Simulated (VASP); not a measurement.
# CaSe (P6_3/mmc) in VASP: further runs

CaSe is run at these levels: PBE; tasks: single point.

All numbers are computed with VASP 6.6.1; they aren't measurements. Logs are shortened: lines on timing, memory, paths and dates and some standing lists are left out, and cuts for length are marked.

**1. The cell of the first run**

The structure is hexagonal, space group P6_3/mmc (No. 194). Conventional cell: a = 5.006 Å, b = 5.006 Å, c = 5.876 Å, α = 90.00°, β = 90.00°, γ = 120.00°. Within 3.8 Å of Ca (site symmetry -6m2) lie 5 Se at 2.89 to 2.94 Å. Within 3.8 Å of Se (site symmetry -6m2) lie 5 Ca at 2.89 to 2.94 Å.

**2. Single point, PBE**

The input, INCAR:

```
SYSTEM = CaSe
ALGO = Normal
EDIFF = 1E-6
ENCUT = 500
GGA = PE
GGA_COMPAT = .FALSE.
ISIF = 2
ISMEAR = 0
LASPH = .TRUE.
LCHARG = .TRUE.
LELF = .TRUE.
LREAL = .FALSE.
LVHAR = .TRUE.
LWAVE = .FALSE.
NBANDS = 24
NELM = 120
PREC = Accurate
SIGMA = 0.01
```

The input, KPOINTS:

```
k-points
0
G
  6 6 4
  0 0 0
```

The input, POSCAR:

```
CaSe
1.0
    5.0056779906      0.0000000000      0.0000000000
   -2.5028389953      4.3350443030      0.0000000000
    0.0000000000      0.0000000000      5.8755389763
Ca Se
2 2
Direct
    0.3333333333      0.6666666667      0.2500000000
    0.6666666667      0.3333333333      0.7500000000
    0.6666666667      0.3333333333      0.2500000000
    0.3333333333      0.6666666667      0.7500000000
```

Potentials or basis: VASP PAW PBE potentials, release 64 (Ca_sv, Se).

Run with:

```bash
cat potpaw_PBE.64/Ca_sv/POTCAR potpaw_PBE.64/Se/POTCAR > POTCAR
mpirun -np 1 vasp_std > vasp.out
```

OUTCAR:

```text
SYSTEM = CaSe
   EDIFF = 1E-6
   ENCUT = 500
   GGA = PE
   ISIF = 2
   ISMEAR = 0
   LASPH = .TRUE.
   LREAL = .FALSE.
   NELM = 120
   PREC = Accurate

 ion  position               nearest neighbor table
   1  0.333  0.667  0.250-   3 2.89   3 2.89   3 2.89   4 2.94   4 2.94
   2  0.667  0.333  0.750-   4 2.89   4 2.89   4 2.89   3 2.94   3 2.94
   3  0.667  0.333  0.250-   1 2.89   1 2.89   1 2.89   2 2.94   2 2.94
   4  0.333  0.667  0.750-   2 2.89   2 2.89   2 2.89   1 2.94   1 2.94

  LATTYP: Found a hexagonal cell.
 ALAT       =     5.0056779906
 C/A-ratio  =     1.1737748587

  Lattice vectors:

 A1 = (   5.0056779906,   0.0000000000,   0.0000000000)
 A2 = (  -2.5028389953,   4.3350443030,   0.0000000000)
 A3 = (   0.0000000000,   0.0000000000,   5.8755389763)

Analysis of symmetry for initial positions (statically):
=====================================================================
 Subroutine PRICEL returns:
 Original cell was already a primitive cell.

 Routine SETGRP: Setting up the symmetry group for a
 hexagonal supercell.

 Subroutine GETGRP returns: Found 24 space group operations
 (whereof 12 operations were pure point group operations)
 out of a pool of 24 trial point group operations.

The static configuration has the point symmetry D_3d.
 The point group associated with its full space group is D_6h.

Analysis of symmetry for dynamics (positions and initial velocities):
=====================================================================
 Subroutine PRICEL returns:
 Original cell was already a primitive cell.

 Routine SETGRP: Setting up the symmetry group for a
 hexagonal supercell.

 Subroutine GETGRP returns: Found 24 space group operations
 (whereof 12 operations were pure point group operations)
 out of a pool of 24 trial point group operations.

The dynamic configuration has the point symmetry D_3d.
 The point group associated with its full space group is D_6h.

 Subroutine INISYM returns: Found 24 space group operations
 (whereof 12 operations are pure point group operations),
 and found     1 'primitive' translations

----------------------------------------------------------------------------------------

                                     Primitive cell

[... 86 lines left out ...]
   LSORBIT =      F    spin-orbit coupling
   LASPH  =      T    aspherical Exc in radial PAW
   ENCUT  =  500.0 eV  36.75 Ry    6.06 a.u.   9.13  9.13 10.71*2*pi/ulx,y,z
   NELM   =    120;   NELMIN=  2; NELMDL= -5     # of ELM steps
   EDIFF  = 0.1E-05   stopping-criterion for ELM
   LREAL  =      F    real-space projection
   EDIFFG = 0.1E-04   stopping-criterion for IOM
   NSW    =      0    number of steps for IOM
   IBRION =     -1    ionic relax: 0-MD 1-quasi-New 2-CG
   NFREE  =      0    steps in history (QN), initial steepest desc. (CG)
   ISIF   =      2    stress and relaxation
   ISYM   =      2    0-nonsym 1-usesym 2-fastsym
   POTIM  = 0.5000    time-step for ionic-motion
   TEBEG  =    0.0;   TEEND  =   0.0 temperature during run
   PSTRESS=    0.0 pullay stress
   NELECT =      32.0000    total number of electrons
   NUPDOWN=      -1.0000    fix difference up-down
   EMIN   =  10.00;   EMAX   =-10.00  energy-range for DOS
   EFERMI =   0.00;   METHOD = LEGACY
   ISMEAR =     0;   SIGMA  =   0.01  broadening in eV -4-tet -1-fermi 0-gaus
   EFERMI_NEDOS =   21; number of points for ismear=-14 and -15
   IALGO  =     38    algorithm
   IMIX   =      4    mixing-type and parameters
     AMIX     =   0.40;   BMIX     =  1.00
     AMIX_MAG =   1.60;   BMIX_MAG =  1.00
  volume/ion in A,a.u.               =      31.87       215.10
  Fermi-wavevector in a.u.,A,eV,Ry     =   1.032659  1.951442 14.509032  1.066384
  Thomas-Fermi vector in A             =   2.166867
   LORBIT       =      0    0 simple, 1 ext, 2 COOP (PROOUT), +10 PAW based schemes
   GGA     = PE    functional components
   LHFCALC =     F    Hartree Fock is set to
   AEXX    =    0.0000 exact exchange contribution
   IVDW    =     0    specifies the selected vdW correction
   LEPSILON=     F    determine dielectric tensor
   LRPA    =     F    only Hartree local field effects (RPA)
 non-spin polarized calculation
 Gauss-broadening in eV      SIGMA  =   0.01
  energy-cutoff  :      500.00
  volume of cell :      127.50
 maximum number of plane-waves:      3262
 NGX is ok and might be reduce to    40
   NGX = 19   NGY = 19   NGZ = 21

 number of electron      32.0000003 magnetization

 Free energy of the ion-electron system (eV)
  ---------------------------------------------------
  ext. energy  EPLUGINS =         0.00000000
  ---------------------------------------------------
  free energy    TOTEN  =       -18.49948813 eV

  energy without entropy =      -18.49948813  energy(sigma->0) =      -18.49948813

 E-fermi :   1.2411     XC(G=0):  -8.0258

 val. band max:        1.1845730554   @ k =   0.0000   0.0000   0.0000
 cond. band min:       3.6284695692   @ k =   0.3333   0.3333   0.0000
 fundamental gap:      2.4438965137
 Fermi energy:         1.2411229056

 k-point     1 :       0.0000    0.0000    0.0000
  band No.  band energies     occupation
      1     -38.7112      2.00000
      2     -38.7029      2.00000
      3     -19.7616      2.00000
      4     -19.7616      2.00000
      5     -19.7554      2.00000
      6     -19.7328      2.00000
[... 556 lines left out ...]
     23       6.7440      0.00000
     24       6.7440      0.00000

------------------------ aborting loop because EDIFF is reached ----------------------------------------

  FORCE on cell =-STRESS in cart. coord.  units (eV):
  Direction    XX          YY          ZZ          XY          YZ          ZX
  --------------------------------------------------------------------------------------
  -------------------------------------------------------------------------------------
  Total        0.4871009      0.4871009      0.4936340      0.0000000      0.0000000      0.0000000
  in kB        6.1210416      6.1210416      6.2031389      0.0000000      0.0000000      0.0000000
  external PRESSURE =       6.1484074 kB  Pullay stress =       0.0000000 kB

 VOLUME and BASIS-vectors are now :
 -----------------------------------------------------------------------------
  energy-cutoff  :      500.00
  volume of cell :      127.50
      direct lattice vectors                 reciprocal lattice vectors
     5.005677991  0.000000000  0.000000000     0.199773138  0.115339075  0.000000000
    -2.502838995  4.335044303  0.000000000     0.000000000  0.230678150  0.000000000
     0.000000000  0.000000000  5.875538976     0.000000000  0.000000000  0.170197152

 POSITION                                       TOTAL-FORCE (eV/Angst)
 -----------------------------------------------------------------------------------
     -0.00000      2.89003      1.46888         0.000000     -0.000000      0.000000
      2.50284      1.44501      4.40665        -0.000000      0.000000     -0.000000
      2.50284      1.44501      1.46888        -0.000000      0.000000      0.000000
     -0.00000      2.89003      4.40665         0.000000     -0.000000     -0.000000
 -----------------------------------------------------------------------------------
    total drift:                               -0.000000      0.000000     -0.000000

  FREE ENERGIE OF THE ION-ELECTRON SYSTEM (eV)
  ---------------------------------------------------
  free  energy   TOTEN  =       -18.4994881290 eV

  energy  without entropy=      -18.4994881290  energy(sigma->0) =      -18.49948813
```

OSZICAR:

```text
N       E                     dE             d eps       ncg     rms          rms(c)
DAV:   1     0.268944297038E+03    0.26894E+03   -0.14749E+04  1016   0.117E+03
DAV:   2     0.174544251166E+01   -0.26720E+03   -0.25617E+03  1152   0.325E+02
DAV:   3    -0.179972308368E+02   -0.19743E+02   -0.19563E+02  1664   0.725E+01
DAV:   4    -0.191280696774E+02   -0.11308E+01   -0.11280E+01  1616   0.157E+01
DAV:   5    -0.191609179261E+02   -0.32848E-01   -0.32846E-01  1440   0.182E+00    0.611E+00
DAV:   6    -0.185662843004E+02    0.59463E+00   -0.10421E+00  1320   0.349E+00    0.369E+00
DAV:   7    -0.184828829854E+02    0.83401E-01   -0.51182E-01  1424   0.296E+00    0.123E+00
DAV:   8    -0.184949179830E+02   -0.12035E-01   -0.66427E-02  1336   0.140E+00    0.206E-01
DAV:   9    -0.184970164311E+02   -0.20984E-02   -0.60513E-03  1344   0.433E-01    0.148E-01
DAV:  10    -0.184993721355E+02   -0.23557E-02   -0.29483E-03  1320   0.255E-01    0.450E-02
DAV:  11    -0.184994670615E+02   -0.94926E-04   -0.75252E-04  1360   0.165E-01    0.218E-02
DAV:  12    -0.184994806715E+02   -0.13610E-04   -0.62930E-05  1504   0.363E-02    0.561E-03
DAV:  13    -0.184994859182E+02   -0.52467E-05   -0.67078E-06  1136   0.137E-02    0.202E-03
DAV:  14    -0.184994879808E+02   -0.20625E-05   -0.38980E-06  1096   0.817E-03    0.160E-03
DAV:  15    -0.184994881290E+02   -0.14825E-06   -0.26745E-07   992   0.341E-03
   1 F= -.18499488E+02 E0= -.18499488E+02  d E =-.506783E-18
```

stdout:

```text
POSCAR found type information on POSCAR CaSe
 POSCAR found :  2 types and       4 ions
 scaLAPACK will be used
 LDA part: xc-table for (Slater+PW92), standard interpolation
 POSCAR, INCAR and KPOINTS ok, starting setup
 FFT: planning ... GRIDC
 FFT: planning ... GRID_SOFT
 FFT: planning ... GRID
 WAVECAR not read
 entering main loop
```

It took 31 s on 1 thread of Intel Xeon 6975P-C (Granite Rapids), shared host; peak memory 0.27 GiB.

What came out:

| Property | Result |
| --- | --- |
| Free energy | -18.4995 eV |
| Pressure | 0.6 GPa |
| Band gap on the k mesh | 2.44 eV (least direct gap 2.57 eV) |

A k mesh can miss the band edges.

**3. Single point, PBE**

The input, INCAR:

```
PREC = Accurate
ENCUT = 500
EDIFF = 1E-6
ISMEAR = 0
SIGMA = 0.01
LREAL = F
LASPH = T
NELM = 120
ALGO = Normal
ISIF = 2
LWAVE = F
LCHARG = F
GGA = PE
NBANDS = 24
GGA_COMPAT = F
```

The input, KPOINTS:

```
regular mesh
0
Gamma
  6 6 4
```

POSCAR is that of step 2.

Potentials or basis: VASP PAW PBE potentials, release 64 (Ca_sv, Se).

Run with:

```bash
cat potpaw_PBE.64/Ca_sv/POTCAR potpaw_PBE.64/Se/POTCAR > POTCAR
mpirun -np 1 vasp_std > vasp.out
```

OUTCAR:

```text
PREC = Accurate
   ENCUT = 500
   EDIFF = 1E-6
   ISMEAR = 0
   LREAL = F
   LASPH = T
   NELM = 120
   ISIF = 2
   GGA = PE

 ion  position               nearest neighbor table
   1  0.333  0.667  0.250-   3 2.89   3 2.89   3 2.89   4 2.94   4 2.94
   2  0.667  0.333  0.750-   4 2.89   4 2.89   4 2.89   3 2.94   3 2.94
   3  0.667  0.333  0.250-   1 2.89   1 2.89   1 2.89   2 2.94   2 2.94
   4  0.333  0.667  0.750-   2 2.89   2 2.89   2 2.89   1 2.94   1 2.94

  LATTYP: Found a hexagonal cell.
 ALAT       =     5.0056779906
 C/A-ratio  =     1.1737748587

  Lattice vectors:

 A1 = (   5.0056779906,   0.0000000000,   0.0000000000)
 A2 = (  -2.5028389953,   4.3350443030,   0.0000000000)
 A3 = (   0.0000000000,   0.0000000000,   5.8755389763)

Analysis of symmetry for initial positions (statically):
=====================================================================
 Subroutine PRICEL returns:
 Original cell was already a primitive cell.

 Routine SETGRP: Setting up the symmetry group for a
 hexagonal supercell.

 Subroutine GETGRP returns: Found 24 space group operations
[... 167 lines left out ...]

 E-fermi :   1.2411     XC(G=0):  -8.0258

 val. band max:        1.1845730554   @ k =   0.0000   0.0000   0.0000
 cond. band min:       3.6284695692   @ k =   0.3333   0.3333   0.0000
 fundamental gap:      2.4438965137
 Fermi energy:         1.2411229056

 k-point     1 :       0.0000    0.0000    0.0000
  band No.  band energies     occupation
      1     -38.7112      2.00000
      2     -38.7029      2.00000
      3     -19.7616      2.00000
      4     -19.7616      2.00000
      5     -19.7554      2.00000
      6     -19.7328      2.00000
[... 556 lines left out ...]
     23       6.7440      0.00000
     24       6.7440      0.00000

------------------------ aborting loop because EDIFF is reached ----------------------------------------

  FORCE on cell =-STRESS in cart. coord.  units (eV):
  Direction    XX          YY          ZZ          XY          YZ          ZX
  --------------------------------------------------------------------------------------
  -------------------------------------------------------------------------------------
  Total        0.4871009      0.4871009      0.4936340      0.0000000      0.0000000      0.0000000
  in kB        6.1210416      6.1210416      6.2031389      0.0000000      0.0000000      0.0000000
  external PRESSURE =       6.1484074 kB  Pullay stress =       0.0000000 kB

 VOLUME and BASIS-vectors are now :
 -----------------------------------------------------------------------------
  energy-cutoff  :      500.00
  volume of cell :      127.50
      direct lattice vectors                 reciprocal lattice vectors
     5.005677991  0.000000000  0.000000000     0.199773138  0.115339075  0.000000000
    -2.502838995  4.335044303  0.000000000     0.000000000  0.230678150  0.000000000
     0.000000000  0.000000000  5.875538976     0.000000000  0.000000000  0.170197152

 POSITION                                       TOTAL-FORCE (eV/Angst)
 -----------------------------------------------------------------------------------
     -0.00000      2.89003      1.46888         0.000000     -0.000000      0.000000
      2.50284      1.44501      4.40665        -0.000000      0.000000     -0.000000
      2.50284      1.44501      1.46888        -0.000000      0.000000      0.000000
     -0.00000      2.89003      4.40665         0.000000     -0.000000     -0.000000
 -----------------------------------------------------------------------------------
    total drift:                               -0.000000      0.000000     -0.000000

  FREE ENERGIE OF THE ION-ELECTRON SYSTEM (eV)
  ---------------------------------------------------
  free  energy   TOTEN  =       -18.4994881290 eV

  energy  without entropy=      -18.4994881290  energy(sigma->0) =      -18.49948813
```

OSZICAR:

```text
N       E                     dE             d eps       ncg     rms          rms(c)
DAV:   1     0.268944297038E+03    0.26894E+03   -0.14749E+04  1016   0.117E+03
DAV:   2     0.174544251166E+01   -0.26720E+03   -0.25617E+03  1152   0.325E+02
DAV:   3    -0.179972308368E+02   -0.19743E+02   -0.19563E+02  1664   0.725E+01
DAV:   4    -0.191280696774E+02   -0.11308E+01   -0.11280E+01  1616   0.157E+01
DAV:   5    -0.191609179261E+02   -0.32848E-01   -0.32846E-01  1440   0.182E+00    0.611E+00
DAV:   6    -0.185662843004E+02    0.59463E+00   -0.10421E+00  1320   0.349E+00    0.369E+00
DAV:   7    -0.184828829854E+02    0.83401E-01   -0.51182E-01  1424   0.296E+00    0.123E+00
DAV:   8    -0.184949179830E+02   -0.12035E-01   -0.66427E-02  1336   0.140E+00    0.206E-01
DAV:   9    -0.184970164311E+02   -0.20984E-02   -0.60513E-03  1344   0.433E-01    0.148E-01
DAV:  10    -0.184993721355E+02   -0.23557E-02   -0.29483E-03  1320   0.255E-01    0.450E-02
DAV:  11    -0.184994670615E+02   -0.94926E-04   -0.75252E-04  1360   0.165E-01    0.218E-02
DAV:  12    -0.184994806715E+02   -0.13610E-04   -0.62930E-05  1504   0.363E-02    0.561E-03
DAV:  13    -0.184994859182E+02   -0.52467E-05   -0.67078E-06  1136   0.137E-02    0.202E-03
DAV:  14    -0.184994879808E+02   -0.20625E-05   -0.38980E-06  1096   0.817E-03    0.160E-03
DAV:  15    -0.184994881290E+02   -0.14825E-06   -0.26745E-07   992   0.341E-03
   1 F= -.18499488E+02 E0= -.18499488E+02  d E =-.506783E-18
```

Wall time 33 s (1 thread of Intel Xeon 6975P-C (Granite Rapids), shared host); peak memory 0.27 GiB.

What came out:

| Quantity | Value |
| --- | --- |
| Free energy | -18.4995 eV |
| Pressure | 0.6 GPa |
| Band gap on the k mesh | 2.44 eV (least direct gap 2.57 eV) |

Levels at points of the mesh, in eV from the valence-band top:
```tsv
k point	band 14	band 15	band 16	band 17	band 18	band 19
(0.00, 0.00, 0.00)	-1.06	-1.06	0.00	2.57	3.55	3.55
(0.50, 0.00, 0.00)	-1.46	-1.01	-0.51	3.04	3.28	3.71
(0.00, 0.00, 0.50)	-1.40	-1.40	-1.40	3.76	3.76	4.96
(0.50, 0.00, 0.50)	-1.23	-1.06	-1.06	3.60	3.60	4.65
```

A k mesh can miss the band edges.
